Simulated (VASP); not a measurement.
PbS:

```xyz
2
Lattice="4.1168 0.0000 0.0000 -2.0584 3.5652 0.0000 0.0000 0.0000 3.8133" Properties=species:S:1:pos:R:3 pbc="T T T"
Pb    0.0000    0.0000    0.0000
S     2.0584    1.1884    1.9066
```

This cell differs from its parent crystal: volume scaled by 1.02.

Base run:

* Program: VASP 6.6.1
* Functional: PBEsol
* Potentials or basis: VASP PAW PBE potentials, release 64 (Pb_d, S)
* Cutoff: 520 eV
* k mesh: 8 × 8 × 7
* Occupations: fermi-dirac, width 0.05 eV
* Spin: no spin polarisation

Its results: band gap on the k mesh 0.21 eV, indirect (least direct gap 1.58 eV); pressure -3.7 GPa.

**Question.** The run is repeated on the same cell with these changes: functional from PBEsol to LDA; potentials or basis from VASP PAW PBE potentials, release 64 (Pb_d, S) to VASP PAW LDA potentials, release 64 (Pb_d, S). What comes out?

**Answer.** Band gap on the k mesh 0.15 eV, indirect (least direct gap 1.55 eV); pressure -5.1 GPa.

Caveats: spin-orbit coupling is left out, which moves the levels of the heavy elements; the PAW data sets were made with another functional, which shifts forces and pressure a little (some runs).

A k mesh can miss the band edges.
